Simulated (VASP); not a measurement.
A run of VASP 6.6.1 is set up as follows.

File POSCAR:

```
Rb
1.0
    0.0000000000      2.8607906749      2.8607906749
    2.8607906749      0.0000000000      2.8607906749
    2.8607906749      2.8607906749      0.0000000000
Rb
1
Direct
    0.0000000000      0.0000000000      0.0000000000
```

The input INCAR.step1:

```
SYSTEM = Rb
PREC = Accurate
ENCUT = 520
ISMEAR = -1
SIGMA = 0.1
LREAL = .FALSE.
LASPH = .TRUE.
NELM = 100
NBANDS = 10
GGA = PE
ALGO = Normal
EDIFF = 1E-4
LWAVE = .TRUE.
LCHARG = .FALSE.
```

File INCAR.step2:

```
SYSTEM = Rb
PREC = Accurate
ENCUT = 520
EDIFF = 1E-7
ISMEAR = -1
SIGMA = 0.1
LREAL = .FALSE.
LASPH = .TRUE.
NELM = 100
ALGO = Normal
ISIF = 2
LWAVE = .FALSE.
LCHARG = .FALSE.
METAGGA = R2SCAN
LMIXTAU = .TRUE.
NBANDS = 10
ISTART = 1
```

KPOINTS

```
Automatic mesh
0
G
  8 8 8
  0 0 0
```

Potentials or basis: VASP PAW PBE potentials, release 64 (Rb_sv).

Launch:

```console
$ cat potpaw_PBE.64/Rb_sv/POTCAR > POTCAR
$ cp INCAR.step1 INCAR
$ mpirun -np 1 vasp_std > vasp.out
$ cp INCAR.step2 INCAR
$ mpirun -np 1 vasp_std > vasp.out
```

**Question.** Estimate the pressure.

**Answer.** 6.0 GPa.

**Question.** What does it give for the band gap on the k mesh?

**Answer.** Zero (an odd number of electrons rules out a gap without spin polarisation).

Caveat: the cell stands under pressure; the PAW data sets were made with another functional, which shifts forces and pressure a little.
